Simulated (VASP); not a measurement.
ZnSe: single point with PBE

Crystal: ZnSe.

```
Zn Se
1.0
     0.00000    2.70085    2.70085
     2.70085    0.00000    2.70085
     2.70085    2.70085    0.00000
Zn Se
1 1
Direct
  0.00000 0.00000 0.00000
  0.75000 0.75000 0.75000
```

```yaml
Program: VASP 6.6.1
Task: single point
Functional: PBE
Potentials_or_basis: VASP PAW PBE potentials, release 64 (Zn, Se)
Cutoff: 500 eV
k_mesh: 2 × 2 × 2, shifted
Occupations: gaussian, width 0.1 eV
Spin: no spin polarisation
Dipole_correction: no
Further_INCAR_settings: ALGO = Normal; EDIFF = 1e-06; NBANDS = 16; ISYM = 0
```

```json
{
 "Pressure": "16.1 GPa",
 "Band gap on the k mesh": "3.71 eV, direct"
}
```

Levels at points of the mesh, in eV from the valence-band top:
| k point | band 5 | band 6 | band 7 | band 8 | band 9 | band 10 | band 11 | band 12 | band 13 | band 14 |
| --- | --- | --- | --- | --- | --- | --- | --- | --- | --- | --- |
| (0.25, 0.25, 0.25) | -6.08 | -6.08 | -2.84 | 0.00 | 0.00 | 3.71 | 7.04 | 7.04 | 7.62 | 11.20 |

It took 7.2 s on 1 thread of AMD EPYC 9R45 96-Core Processor (Zen 5), on a shared host, peak memory 0.12 GiB.

Caveat: the k points lie up to 1.01 Å⁻¹ apart. A k mesh can miss the band edges.
